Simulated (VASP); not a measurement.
A run of VASP 6.6.1:

Contents of INCAR:

```
PREC = Accurate
ENCUT = 600
EDIFF = 1E-6
ISMEAR = 0
SIGMA = 0.01
LREAL = F
LASPH = T
NELM = 150
ALGO = Normal
ISIF = 3
LWAVE = F
LCHARG = F
ISPIN = 2
MAGMOM = 2 -1 0 0
LORBIT = 11
LMAXMIX = 4
LDAU = T
LDAUTYPE = 2
LDAUL = 2 -1
LDAUU = 6 0
LDAUJ = 0 0
LDAUPRINT = 1
GGA = RP
IBRION = 2
NSW = 80
EDIFFG = -0.02
```

Contents of KPOINTS:

```
Automatic mesh
0
Gamma
  9 9 9
```

Contents of POSCAR:

```
CoSi
1.0
    0.0000000000      2.6653077913      2.6653077913
    2.6653077913      0.0000000000      2.6653077913
    2.6653077913      2.6653077913      0.0000000000
Co Si
2 2
Direct
    0.0000000000      0.0000000000      0.0000000000
    0.5000000000      0.5000000000      0.5000000000
    0.2500000000      0.2500000000      0.2500000000
    0.7500000000      0.7500000000      0.7500000000
```

Potentials or basis: VASP PAW PBE potentials, release 64 (Co, Si).

The run is started by

```bash
$ cat potpaw_PBE.64/Co/POTCAR potpaw_PBE.64/Si/POTCAR > POTCAR
$ mpirun -np 1 vasp_std > vasp.out
```

Hardware: 1 thread of AMD EPYC 7R13 Processor (Zen 3), on a shared host.

Problem. Estimate the wall time of this run.

Solution. It took 10 min on 1 thread of AMD EPYC 7R13 Processor (Zen 3), on a shared host, peak memory 0.2 GiB. Counts: scf iterations 120, k points 35, ion steps 7.
